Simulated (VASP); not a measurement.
A run of VASP 6.6.1 is set up as follows.

Contents of INCAR:

```
SYSTEM = TaTe
ALGO = Normal
EDIFF = 1E-6
ENCUT = 520
GGA = PE
ISIF = 2
ISMEAR = -1
LASPH = .TRUE.
LCHARG = .TRUE.
LELF = .TRUE.
LREAL = .FALSE.
LVHAR = .TRUE.
LWAVE = .FALSE.
NBANDS = 16
NELM = 100
PREC = Accurate
SIGMA = 0.05
```

Contents of KPOINTS:

```
k-points
0
G
  8 8 8
  0 0 0
```

POSCAR

```
TaTe
1.0
    3.2999185548      0.0000000000      0.0000000000
    0.0000000000      3.2999185548      0.0000000000
    0.0000000000      0.0000000000      3.2999185548
Ta Te
1 1
Direct
    0.5000000000      0.5000000000      0.5000000000
    0.0000000000      0.0000000000      0.0000000000
```

Potentials or basis: VASP PAW PBE potentials, release 64 (Ta_pv, Te).

Launch:

```bash
$ cat potpaw_PBE.64/Ta_pv/POTCAR potpaw_PBE.64/Te/POTCAR > POTCAR
$ mpirun -np 1 vasp_std > vasp.out
```

Q: Predict the pressure.

A: 20.1 GPa.
